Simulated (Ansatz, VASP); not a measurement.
# EuO in VASP and in Ansatz

INCAR

```
SYSTEM = EuO
  PREC = Accurate
  ENCUT = 600
  EDIFF = 1E-7
  ISMEAR = 0
  SIGMA = 0.1
  LREAL = .FALSE.
  LASPH = .TRUE.
  NELM = 200
  ALGO = Normal
  ISIF = 3
  LWAVE = .FALSE.
  LCHARG = .FALSE.
  ISPIN = 2
  MAGMOM = 7.24 0
  LORBIT = 11
  LMAXMIX = 6
  GGA = PE
  IBRION = 2
  NSW = 50
  EDIFFG = -0.003
  GGA_COMPAT = .FALSE.
  NELMIN = 4
```

Contents of KPOINTS:

```
Automatic mesh
0
G
  14 14 14
  0 0 0
```

The input POSCAR:

```
EuO
1.0
    0.0000000000      2.5407312417      2.5407312417
    2.5407312417      0.0000000000      2.5407312417
    2.5407312417      2.5407312417      0.0000000000
Eu O
1 1
Direct
    0.0000000000      0.0000000000      0.0000000000
    0.5000000000      0.5000000000      0.5000000000
```

Input for Ansatz:

```yaml
crystal:
  lattice:
    - [0.0, 2.5407312417, 2.5407312417]
    - [2.5407312417, 0.0, 2.5407312417]
    - [2.5407312417, 2.5407312417, 0.0]
  atoms:
    - { symbol: Eu, position: [0.0, 0.0, 0.0], spin: 7.24 }
    - { symbol: O, position: [0.5, 0.5, 0.5] }
basis: {}
kpoints:
  mp_grid: { grid: [14, 14, 14] }
hamiltonian:
  xc: pbe
  pseudopotentials: { kind: all_electron, lapw: {} }
scf:
  occupations: { method: gaussian, width: 0.1 }
output:
  forces: true
  stress: true
  eigenvalues: true
  populations: true
magnetization:
  spin_polarized: true
relax:
  adjacent_minimum: "off"
  f_tol: 0.003
  max_steps: 30
  cell: { stress_tol: 0.03 }
```

Alike in both runs: task relaxation of cell and atoms; functional PBE; k mesh 14 × 14 × 14; occupations gaussian, width 0.1 eV; collinear spin.

|  | VASP | Ansatz |
| --- | --- | --- |
| version | VASP 6.6.1 | Ansatz 0.2.0 |
| potentials or method | VASP PAW PBE potentials, release 64 (Eu, O), cutoff 600 eV | scalar-relativistic, all-electron LAPW |

```csv
,VASP,Ansatz,Ansatz less VASP
"gap on the k mesh at the Fermi level, each at its own relaxed structure (eV)",none,none,-
net moment per atom (μB),3.47,3.48,+0.006
size of the moment on the site where the two differ most (μB),6.57,6.77,+0.204
relaxed volume (Å³/atom),16.15,16.23,+0.085
relaxed cell length with the largest relative difference (Å),3.575,3.581,+0.0063
```

Site moments also hang on the region over which each program counts them. A gap of «none» marks a metal or a gap that the smearing closes. Ansatz ran all-electron here, and VASP with PAW potentials.

Spin-orbit coupling is off throughout.
